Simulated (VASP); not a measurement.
# C in VASP: notebook

Runs on C. Level: PBE. Tasks: relaxation of the atoms, single point.

Everything below comes from runs of VASP 6.6.1. Logs are shortened: lines on timing, memory, paths and dates and some standing lists are left out, and cuts for length are marked.

### Step 1. The cell of the first run

The cell holds a slab with vacuum, 4 atoms: a = 2.526 Å, b = 2.526 Å, c = 18.679 Å, α = 90.00°, β = 90.00°, γ = 90.00°.

### Step 2. Relaxation of the atoms, PBE

INCAR reads:

```
SYSTEM = C
  PREC = Accurate
  ENCUT = 520
  EDIFF = 1E-7
  ISMEAR = -1
  SIGMA = 0.02
  LREAL = .FALSE.
  LASPH = .TRUE.
  NELM = 60
  ALGO = Normal
  ISIF = 2
  LWAVE = .FALSE.
  LCHARG = .FALSE.
  LDIPOL = .TRUE.
  IDIPOL = 3
  DIPOL = 0.5 0.5 0.500
  GGA = PE
  IBRION = 2
  NSW = 32
  EDIFFG = -0.01
```

KPOINTS reads:

```
Automatic mesh
0
G
  12 12 1
  0 0 0
```

POSCAR reads:

```
C
1.0
    2.5255274270      0.0000000000      0.0000000000
    0.0000000000      2.5255274270      0.0000000000
    0.0000000000      0.0000000000     18.6787000000
C
4
Direct
    0.0000000000      0.2500000000      0.4331296446
    0.5000000000      0.2500000000      0.4684161696
    0.5000000000      0.7500000000      0.5315838305
    0.0000000000      0.7500000000      0.5668703554
```

Potentials or basis: VASP PAW PBE potentials, release 64 (C).

Run with:

```
cat potpaw_PBE.64/C/POTCAR > POTCAR
mpirun -np 1 vasp_std > vasp.out
```

OUTCAR:

```text
SYSTEM = C
   PREC = Accurate
   ENCUT = 520
   EDIFF = 1E-7
   ISMEAR = -1
   LREAL = .FALSE.
   LASPH = .TRUE.
   NELM = 60
   ISIF = 2
   GGA = PE
   IBRION = 2
   NSW = 32
   EDIFFG = -0.01

 ion  position               nearest neighbor table
   1  0.000  0.250  0.433-   2 1.42   2 1.42
   2  0.500  0.250  0.468-   1 1.42   1 1.42   3 1.73   3 1.73
   3  0.500  0.750  0.532-   4 1.42   4 1.42   2 1.73   2 1.73
   4  0.000  0.750  0.567-   3 1.42   3 1.42

  LATTYP: Found a simple tetragonal cell.
 ALAT       =     2.5255274270
 C/A-ratio  =     7.3959600677

  Lattice vectors:

 A1 = (   2.5255274270,   0.0000000000,   0.0000000000)
 A2 = (   0.0000000000,   2.5255274270,   0.0000000000)
 A3 = (   0.0000000000,   0.0000000000,  18.6787000000)

Analysis of symmetry for initial positions (statically):
=====================================================================
 Subroutine PRICEL returns:
 Original cell was already a primitive cell.

 Routine SETGRP: Setting up the symmetry group for a
 simple tetragonal supercell.

 Subroutine GETGRP returns: Found  8 space group operations
 (whereof  4 operations were pure point group operations)
 out of a pool of 16 trial point group operations.

The static configuration has the point symmetry C_2h.
 The point group associated with its full space group is D_2h.

Analysis of symmetry for dynamics (positions and initial velocities):
=====================================================================
 Subroutine PRICEL returns:
 Original cell was already a primitive cell.

 Routine SETGRP: Setting up the symmetry group for a
 simple tetragonal supercell.

 Subroutine GETGRP returns: Found  8 space group operations
 (whereof  4 operations were pure point group operations)
 out of a pool of 16 trial point group operations.

The dynamic configuration has the point symmetry C_2h.
 The point group associated with its full space group is D_2h.

 Subroutine INISYM returns: Found  8 space group operations
 (whereof  4 operations are pure point group operations),
 and found     1 'primitive' translations

----------------------------------------------------------------------------------------

                                     Primitive cell

  volume of cell :     119.1381

  direct lattice vectors                    reciprocal lattice vectors
     2.525527427  0.000000000  0.000000000     0.395956896  0.000000000  0.000000000
     0.000000000  2.525527427  0.000000000     0.000000000  0.395956896  0.000000000
     0.000000000  0.000000000 18.678700000     0.000000000  0.000000000  0.053536916

  length of vectors
     2.525527427  2.525527427 18.678700000     0.395956896  0.395956896  0.053536916

[... 113 lines left out ...]
   LEPSILON=     F    determine dielectric tensor
   LRPA    =     F    only Hartree local field effects (RPA)
 conjugate gradient relaxation of ions
 non-spin polarized calculation
  energy-cutoff  :      520.00
  volume of cell :      119.14
 maximum number of plane-waves:      3249
   NGX =  9   NGY =  9   NGZ = 69

--------------------------------------- Ionic step        1  -------------------------------------------

 number of electron      16.0000001 magnetization

 Free energy of the ion-electron system (eV)
  ---------------------------------------------------
  ext. energy  EPLUGINS =         0.00000000
  ---------------------------------------------------
  free energy    TOTEN  =       -30.38332827 eV

  energy without entropy =      -30.38164226  energy(sigma->0) =      -30.38248527

------------------------ aborting loop because EDIFF is reached ----------------------------------------

  FORCE on cell =-STRESS in cart. coord.  units (eV):
  Direction    XX          YY          ZZ          XY          YZ          ZX
  --------------------------------------------------------------------------------------
  -------------------------------------------------------------------------------------
  Total       -3.8998410      0.3698059      0.0271996      0.0000000      0.0000000      0.0000000
  in kB      -52.4453096      4.9731737      0.3657815      0.0000000      0.0000000      0.0000000
  external PRESSURE =     -15.7021182 kB  Pullay stress =       0.0000000 kB
[... 139 lines left out ...]
--------------------------------------- Ionic step        5  -------------------------------------------

 number of electron      16.0000001 magnetization

 dipolmoment           0.000000      0.000000     -0.000000 electrons x Angstroem

 Free energy of the ion-electron system (eV)
  ---------------------------------------------------
  ext. energy  EPLUGINS =         0.00000000
  ---------------------------------------------------
  free energy    TOTEN  =       -30.38349117 eV

  energy without entropy =      -30.38181933  energy(sigma->0) =      -30.38265525

 E-fermi :  -3.5807     XC(G=0):  -3.6474

 val. band max:       -3.7142435661   @ k =   0.0833   0.0833   0.0000
 cond. band min:      -3.5770442705   @ k =   0.2500   0.0000   0.0000
 fundamental gap:      0.1371992956
 Fermi energy:        -3.5806769496

 k-point     1 :       0.0000    0.0000    0.0000
  band No.  band energies     occupation
      1     -23.2255      2.00000
      2     -19.0954      2.00000
      3     -11.8080      2.00000
      4      -9.9792      2.00000
      5      -7.9167      2.00000
      6      -7.1908      2.00000
      7      -5.5327      2.00000
      8      -2.9188      0.00000
      9      -2.5168      0.00000
     10       1.9744      0.00000
     11       2.2111      0.00000
     12       3.0509      0.00000
[... 331 lines left out ...]
 k-point    24 :      -0.0833    0.5000    0.0000
  band No.  band energies     occupation
      1     -19.3312      2.00000
      2     -19.3312      2.00000
      3     -12.7030      2.00000
      4     -12.7030      2.00000
      5      -8.8353      2.00000
      6      -8.8353      2.00000
      7      -5.8509      2.00000
      8      -5.8509      2.00000
      9      -1.4677      0.00000
     10      -1.4677      0.00000
     11       5.5361      0.00000
     12       5.5361      0.00000

 [... further k-points ...]

------------------------ aborting loop because EDIFF is reached ----------------------------------------

 vacuum level on the upper side and lower side of the slab       (xc-potential included)        -0.206        -0.206

  FORCE on cell =-STRESS in cart. coord.  units (eV):
  Direction    XX          YY          ZZ          XY          YZ          ZX
  --------------------------------------------------------------------------------------
  -------------------------------------------------------------------------------------
  Total       -3.8729099      0.1032605     -0.0269295      0.0000000      0.0000000      0.0000000
  in kB      -52.0831383      1.3886533     -0.3621493      0.0000000      0.0000000      0.0000000
  external PRESSURE =     -17.0188781 kB  Pullay stress =       0.0000000 kB
[... 19 lines left out ...]
  FREE ENERGIE OF THE ION-ELECTRON SYSTEM (eV)
  ---------------------------------------------------
  free  energy   TOTEN  =       -30.3834911716 eV

  energy  without entropy=      -30.3818193272  energy(sigma->0) =      -30.38265525

 reached required accuracy - stopping structural energy minimisation

 vacuum level on the upper side and lower side of the slab         2.952         2.952
```

OSZICAR:

```text
N       E                     dE             d eps       ncg     rms          rms(c)
DAV:   1     0.123281657329E+03    0.12328E+03   -0.63958E+03  1176   0.104E+03
DAV:   2    -0.180845001154E+02   -0.14137E+03   -0.13228E+03  2000   0.223E+02
DAV:   3    -0.311243242054E+02   -0.13040E+02   -0.12815E+02  1436   0.815E+01
[... 45 lines left out ...]
DAV:   1    -0.303834821678E+02   -0.24933E-04   -0.40492E-02  1176   0.182E+00    0.428E-02
DAV:   2    -0.303834990169E+02   -0.16849E-04   -0.61399E-04  1524   0.223E-01    0.223E-02
DAV:   3    -0.303834923083E+02    0.67086E-05   -0.39179E-05  1576   0.528E-02    0.817E-03
DAV:   4    -0.303834911791E+02    0.11292E-05   -0.38327E-06  1544   0.162E-02    0.338E-03
DAV:   5    -0.303834911716E+02    0.74438E-08   -0.35067E-07  1384   0.520E-03
   5 F= -.30383491E+02 E0= -.30382655E+02  d E =-.685662E-04
```

Wall time 2 min (1 thread of AMD EPYC 9R45 (Zen 5), shared host); peak memory 0.21 GiB.

Results:

```yaml
Free_energy: -30.3835 eV
Energy_gained_by_relaxing: 0.0 meV/atom
Ionic_steps: 5
Band_gap_on_the_k_mesh: zero (band 8 reaches -2.79 eV, above the bottom of band 9 at -3.98 eV)
```

Step by step:
| step | energy change (eV) | largest force (eV/Å) | pressure (GPa) |
| --- | --- | --- | --- |
| 1 | 0.0000 | 0.0324 | -1.57 |
| 2 | -0.0001 | 0.0174 | -1.65 |
| 3 | -0.0001 | 0.0159 | -1.67 |
| 4 | -0.0001 | 0.0114 | -1.68 |
| 5 | -0.0002 | 0.0013 | -1.70 |

Final structure:
```xyz
4
Lattice="2.5255 0.0000 0.0000 0.0000 2.5255 0.0000 0.0000 0.0000 18.6787" Properties=species:S:1:pos:R:3 pbc="T T T"
C     0.0000    0.6314    8.0892
C     1.2628    0.6314    8.7549
C     1.2628    1.8941    9.9238
C     0.0000    1.8941   10.5895
```

### Step 3. Single point, PBE

This run uses another cell than the first one, of 15.15 Å³/atom, 0.508 times its volume.

INCAR reads:

```
  ALGO = Normal
  DIPOL = 0.5 0.5 0.500
  EDIFF = 1E-6
  ENCUT = 520
  GGA = PE
  IDIPOL = 3
  ISIF = 2
  ISMEAR = -1
  LASPH = True
  LCHARG = False
  LDIPOL = True
  LREAL = False
  LWAVE = False
  NBANDS = 16
  NELM = 60
  PREC = Accurate
  SIGMA = 0.02
```

KPOINTS reads:

```
k-points
0
Gamma
  12 12 1
```

POSCAR reads:

```
C
1.0
    2.5255274270      0.0000000000      0.0000000000
    0.0000000000      2.5255274270      0.0000000000
    0.0000000000      0.0000000000      9.4981000000
C
4
Direct
    0.0000000000      0.2500000000      0.3684946139
    0.5000000000      0.2500000000      0.4378881152
    0.5000000000      0.7500000000      0.5621118850
    0.0000000000      0.7500000000      0.6315053861
```

Potentials or basis: VASP PAW PBE potentials, release 64 (C).

Run with:

```
cat potpaw_PBE.64/C/POTCAR > POTCAR
mpirun -np 1 vasp_std > vasp.out
```

It took 25 s on 1 thread of AMD EPYC 9R45 (Zen 5), shared host; peak memory 0.15 GiB.

The run converged. Its results:

```
Free energy            : -30.3807 eV
Largest force          : 0.032 eV/Å
Band gap on the k mesh : zero (band 8 reaches 0.23 eV, above the bottom of band 9 at -0.93 eV)
```

Forces on the atoms (eV/Å):
```
C    0.000  0.000 -0.032
C    0.000  0.000  0.028
C    0.000  0.000 -0.028
C    0.000  0.000  0.032
```

Levels at points of the mesh, in eV from the Fermi level:
| k point | band 4 | band 5 | band 6 | band 7 | band 8 | band 9 | band 10 | band 11 | band 12 | band 13 |
| --- | --- | --- | --- | --- | --- | --- | --- | --- | --- | --- |
| (0.00, 0.00, 0.00) | -6.44 | -4.42 | -3.57 | -1.96 | 0.62 | 1.09 | 5.64 | 5.72 | 6.76 | 7.36 |
| (0.50, 0.00, 0.00) | -11.67 | -5.64 | -2.23 | -0.90 | -0.57 | 3.37 | 4.11 | 6.49 | 7.47 | 10.28 |
| (0.00, 0.50, 0.00) | -9.21 | -4.88 | -4.88 | -2.40 | -2.40 | 2.31 | 2.31 | 8.72 | 8.72 | 10.57 |
| (0.50, 0.50, 0.00) | -11.84 | -6.48 | -6.48 | -2.35 | -2.35 | 0.37 | 0.37 | 5.32 | 5.32 | 13.40 |

### Step 4. Single point, PBE

INCAR reads:

```
SYSTEM = C
PREC = Accurate
ENCUT = 520
EDIFF = 1E-7
ISMEAR = -1
SIGMA = 0.02
LREAL = .False.
LASPH = .True.
NELM = 60
ALGO = Normal
ISIF = 2
LWAVE = .False.
LCHARG = .False.
LDIPOL = .True.
IDIPOL = 3
DIPOL = 0.5 0.5 0.500
GGA = PE
NBANDS = 16
```

KPOINTS reads:

```
Automatic mesh
0
Gamma
  12 12 1
  0 0 0
```

POSCAR reads:

```
C
1.0
    2.5255274270      0.0000000000      0.0000000000
    0.0000000000      2.5255274270      0.0000000000
    0.0000000000      0.0000000000     18.6787000000
C
4
Direct
    0.0000000000      0.2500000000      0.4282946256
    0.5000000000      0.2500000000      0.4760982085
    0.5000000000      0.7500000000      0.5239017915
    0.0000000000      0.7500000000      0.5717053744
```

Run with:

```
cat potpaw_PBE.64/C/POTCAR > POTCAR
mpirun -np 1 vasp_std > vasp.out
```

Wall time 76 s (1 thread of AMD EPYC 9R45 (Zen 5), shared host); peak memory 0.21 GiB.

Results (log left out):

* Free energy: -29.8040 eV
* Largest force: 3.270 eV/Å
* Band gap on the k mesh: zero (band 8 reaches -3.67 eV, above the bottom of band 9 at -4.45 eV)

Forces in eV/Å, atoms in the order of the input:
```
C    0.000  0.000  2.627
C    0.000  0.000 -3.270
C    0.000  0.000  3.270
C    0.000  0.000 -2.627
```

Levels at points of the mesh, in eV from the Fermi level:
```
           k point  band 6  band 7  band 8  band 9  band 10  band 11
(0.00, 0.00, 0.00)   -2.00   -1.33    0.26    2.22     5.23     5.72
(0.50, 0.00, 0.00)   -2.89   -2.59   -0.46    3.94     4.53     8.27
(0.00, 0.50, 0.00)   -2.33   -1.90   -1.90    1.05     1.05     9.32
(0.50, 0.50, 0.00)   -6.57   -2.05   -2.05    0.29     0.29     8.09
```

### Step 5. Single point, PBE

INCAR reads:

```
PREC = Accurate ; ENCUT = 520
EDIFF = 1E-6 ; ISMEAR = -1
SIGMA = 0.02 ; LREAL = False
LASPH = True ; NELM = 80
ALGO = Normal ; ISIF = 2
LWAVE = False ; LCHARG = False
LDIPOL = True ; IDIPOL = 3
DIPOL = 0.5 0.5 0.500 ; GGA = PE
NBANDS = 16
```

KPOINTS reads:

```
regular mesh
0
Gamma
  12 12 1
```

POSCAR reads:

```
C
1.0
    2.5255274270      0.0000000000      0.0000000000
    0.0000000000      2.5255274270      0.0000000000
    0.0000000000      0.0000000000     18.6787000000
C
4
Direct
    0.0000000000      0.2500000000      0.4331296446
    0.5000000000      0.2500000000      0.4684161696
    0.5000000000      0.7500000000      0.5315838305
    0.0000000000      0.7500000000      0.5668703554
```

Run with:

```
cat potpaw_PBE.64/C/POTCAR > POTCAR
mpirun -np 1 vasp_std > vasp.out
```

Wall time 68 s (1 thread of AMD EPYC 9R45 (Zen 5), shared host); peak memory 0.21 GiB.

The run converged. Its results:

```
Free energy            : -30.3833 eV
Largest force          : 0.032 eV/Å
Band gap on the k mesh : zero (band 8 reaches -2.82 eV, above the bottom of band 9 at -3.97 eV)
```

Forces on the atoms (eV/Å):
```
C    0.000  0.000 -0.032
C    0.000  0.000  0.025
C    0.000  0.000 -0.025
C    0.000  0.000  0.032
```

Levels at points of the mesh, in eV from the Fermi level:
| k point | band 5 | band 6 | band 7 | band 8 | band 9 | band 10 | band 11 | band 12 |
| --- | --- | --- | --- | --- | --- | --- | --- | --- |
| (0.00, 0.00, 0.00) | -4.42 | -3.57 | -1.96 | 0.62 | 1.11 | 5.56 | 5.78 | 6.62 |
| (0.50, 0.00, 0.00) | -5.64 | -2.23 | -0.90 | -0.57 | 3.36 | 4.11 | 6.48 | 7.46 |
| (0.00, 0.50, 0.00) | -4.88 | -4.88 | -2.40 | -2.40 | 2.31 | 2.31 | 8.72 | 8.72 |
| (0.50, 0.50, 0.00) | -6.49 | -6.49 | -2.35 | -2.35 | 0.37 | 0.37 | 5.32 | 5.32 |

### Step 6. Single point, PBE

INCAR reads:

```
SYSTEM = C
ALGO = Normal
EDIFF = 1E-7
ENCUT = 520
GGA = PE
ISIF = 2
ISMEAR = -1
LASPH = .TRUE.
LCHARG = .FALSE.
LREAL = .FALSE.
LWAVE = .FALSE.
NBANDS = 16
NELM = 60
PREC = Accurate
SIGMA = 0.02
```

KPOINTS reads:

```
k-points
0
G
  12 12 1
  0 0 0
```

POSCAR is that of step 5.

Potentials or basis: VASP PAW PBE potentials, release 64 (C).

Run with:

```
cat potpaw_PBE.64/C/POTCAR > POTCAR
mpirun -np 1 vasp_std > vasp.out
```

Run time: 71 s. Hardware: 1 thread of AMD EPYC 9R45 (Zen 5), shared host; peak memory 0.22 GiB.

The run converged. Its results:

```yaml
Free_energy: -30.3833 eV
Largest_force: 0.032 eV/Å
Band_gap_on_the_k_mesh: zero (band 8 reaches -2.82 eV, above the bottom of band 9 at -3.97 eV)
```

Forces in eV/Å, atoms in the order of the input:
```
C    0.000  0.000 -0.032
C    0.000  0.000  0.025
C    0.000  0.000 -0.025
C    0.000  0.000  0.032
```

Levels at points of the mesh, in eV from the Fermi level:
| k point | band 5 | band 6 | band 7 | band 8 | band 9 | band 10 | band 11 | band 12 |
| --- | --- | --- | --- | --- | --- | --- | --- | --- |
| (0.00, 0.00, 0.00) | -4.42 | -3.57 | -1.96 | 0.62 | 1.11 | 5.56 | 5.78 | 6.62 |
| (0.50, 0.00, 0.00) | -5.64 | -2.23 | -0.90 | -0.57 | 3.36 | 4.11 | 6.48 | 7.46 |
| (0.00, 0.50, 0.00) | -4.88 | -4.88 | -2.40 | -2.40 | 2.31 | 2.31 | 8.72 | 8.72 |
| (0.50, 0.50, 0.00) | -6.49 | -6.49 | -2.35 | -2.35 | 0.37 | 0.37 | 5.32 | 5.32 |

### Step 7. Overview

```tsv
task	cell	dipole correction	gap on the mesh (eV)	largest force (eV/Å)
relaxation of the atoms	atoms relaxed from a = 2.526, b = 2.526, c = 18.679 Å, 4 atoms	yes	none	-
single point	a = 2.526, b = 2.526, c = 9.498 Å, 4 atoms	yes	none	0.03
single point	a = 2.526, b = 2.526, c = 18.679 Å, 4 atoms	yes	none	0.03
single point	a = 2.526, b = 2.526, c = 18.679 Å, 4 atoms	no	none	0.03
```

Alike in all rows: level PBE; potentials or basis VASP PAW PBE potentials, release 64 (C); no spin polarisation; k mesh 12 × 12 × 1; cutoff (eV) 520; smearing fermi-dirac 0.02 eV.

Total energies depend on the potentials used, so only differences within one code and one set of settings carry meaning.
